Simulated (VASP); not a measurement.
Wanted: the native input for a VASP 6.6.1 run.

| Property | Result |
| --- | --- |
| Task | relaxation of cell and atoms |
| Functional | PBE |
| Potentials or basis | VASP PAW PBE potentials, release 64 (Ge_d) |
| Cutoff | 600 eV |
| k mesh | 6 × 6 × 4 |
| Occupations | gaussian, width 0.1 eV |
| Spin | no spin polarisation |
| Dipole correction | no |
| Further INCAR settings | ALGO = Normal; EDIFF = 1e-07; IBRION = 2; EDIFFG = -0.04; NSW = 90; ISIF = 3 |

The structure of Ge lies in POSCAR:

```
Ge
1.0
    1.9406375700     -2.0741877000      0.0000000000
    1.9406375700      2.0741877000      0.0000000000
    0.0000000000      0.0000000000      5.9921249000
Ge
2
Direct
    0.5000000000      0.5000000000      0.8104224500
    0.5000000000      0.5000000000      0.1895775500
```

The cell was built from a structure type or drawn by symmetry, and may not be a known phase.

One way to write it, as run:

INCAR

```
  ALGO = Normal
  EDIFF = 1E-7
  EDIFFG = -0.04
  ENCUT = 600
  GGA = PE
  IBRION = 2
  ISIF = 3
  ISMEAR = 0
  LASPH = T
  LCHARG = F
  LREAL = F
  LWAVE = F
  NELM = 100
  NSW = 90
  PREC = Accurate
  SIGMA = 0.1
```

KPOINTS

```
k-points
0
Gamma
  6 6 4
```

Potentials or basis: VASP PAW PBE potentials, release 64 (Ge_d).

Launch:

```console
$ cat potpaw_PBE.64/Ge_d/POTCAR > POTCAR
$ mpirun -np 1 vasp_std > vasp.out
```

It gave:

```
Relaxed volume                        : 19.98 Å³/atom
Relaxed cell                          : a = 2.745 Å, b = 2.745 Å, c = 5.305 Å, α = 90.00°, β = 90.00°, γ = 89.85°
Space group after relaxing (to 0.1 Å) : Pm-3m (No. 221)
Energy gained by relaxing             : 313.3 meV/atom
Ionic steps                           : 38
Pressure after relaxing               : 0.0 GPa
Largest force after relaxing          : 0.023 eV/Å
Band gap on the k mesh                : zero (bands 14 and 15 overlap by 8.34 eV)
```

Caveat: the k points lie up to 0.38 Å⁻¹ apart in the final cell, too coarse for converged energies and pressures of a metal; the volume moved by over 15 % at a fixed basis, so the end points are rough.

It took 12 min on 1 thread of Intel(R) Xeon(R) Platinum 8488C (Sapphire Rapids) (shared host), peak memory 0.19 GiB.
